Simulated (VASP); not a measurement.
Input of a VASP 6.6.1 run:

Contents of INCAR:

```
SYSTEM = CsCl
PREC = Accurate
ENCUT = 500
EDIFF = 1E-8
ISMEAR = 0
SIGMA = 0.01
LREAL = .FALSE.
LASPH = .TRUE.
NELM = 120
ALGO = Normal
ISIF = 3
LWAVE = .FALSE.
LCHARG = .FALSE.
GGA = CA
NBANDS = 15
IBRION = 6
NFREE = 2
POTIM = 0.015
NSW = 1
GGA_COMPAT = .FALSE.
```

KPOINTS

```
regular mesh
0
G
  6 6 6
  0 0 0
```

Contents of POSCAR:

```
CsCl
1.0
    3.7881794895      0.0000000000      0.0000000000
    0.0000000000      3.7881794895      0.0000000000
    0.0000000000      0.0000000000      3.7881794895
Cs Cl
1 1
Direct
    0.0000000000      0.0000000000      0.0000000000
    0.5000000000      0.5000000000      0.5000000000
```

Potentials or basis: VASP PAW LDA potentials, release 64 (Cs_sv, Cl).

Launch:

```bash
$ cat potpaw_LDA.64/Cs_sv/POTCAR potpaw_LDA.64/Cl/POTCAR > POTCAR
$ mpirun -np 1 vasp_std > vasp.out
```

Question: What does it give for the elastic constants C11, C12, C44?

Answer: 67, 34, 32 GPa.

Question: Estimate the Voigt bulk modulus.

Answer: 45 GPa.

Question: Predict the highest phonon frequency at Γ, LO-TO splitting left out.

Answer: 159 cm⁻¹.

Elastic tensor in Voigt notation (GPa, in the Cartesian axes of the cell as first typed):
```
67 34 34  0  0  0
34 67 34  0  0  0
34 34 67  0  0  0
 0  0  0 32  0  0
 0  0  0  0 32  0
 0  0  0  0  0 32
```

Caveat: the cell is under stress, which shifts elastic constants.
